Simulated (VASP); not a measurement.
Runs of VASP 6.6.1 on BN (rocksalt type). The structure is that of space group Fm-3m (No. 225), or close to it. The cells are those of the table. 

| task | cell | k mesh | cutoff (eV) | gap on the mesh (eV) | pressure (GPa) |
| --- | --- | --- | --- | --- | --- |
| single point | a = 2.477 Å, angles 60.0°, 2 atoms | 16 × 16 × 16 | 520 | 1.18 | -0.1 |
| relaxation of cell and atoms | relaxed to 270 GPa from a = 2.200 Å, angles 60.0°, 2 atoms | 17 × 17 × 17 | 600 | 4.33 | 270.0 |
| single point | a = 2.197 Å, angles 60.0°, 2 atoms | 17 × 17 × 17 | 520 | 4.34 | (a) |
| relaxation of cell and atoms | relaxed to 270 GPa from a = 2.197 Å, angles 60.0°, 2 atoms | 17 × 17 × 17 | 600 | 4.33 | 270.0 |
| single point | a = 2.200 Å, angles 60.0°, 2 atoms | 17 × 17 × 17 | 520 | (b) | 267.2 |

Alike in all rows: level PBE; potentials or basis VASP PAW PBE potentials, release 64 (B, N); no spin polarisation; smearing fermi-dirac 0.05 eV.

Task: Fill in the values left out.

Result: (a) 271.7; (b) 4.30.

Caveats: the cell is relaxed towards a set pressure, so the enthalpy falls and the energy may rise (some runs).

A k mesh can miss the band edges.
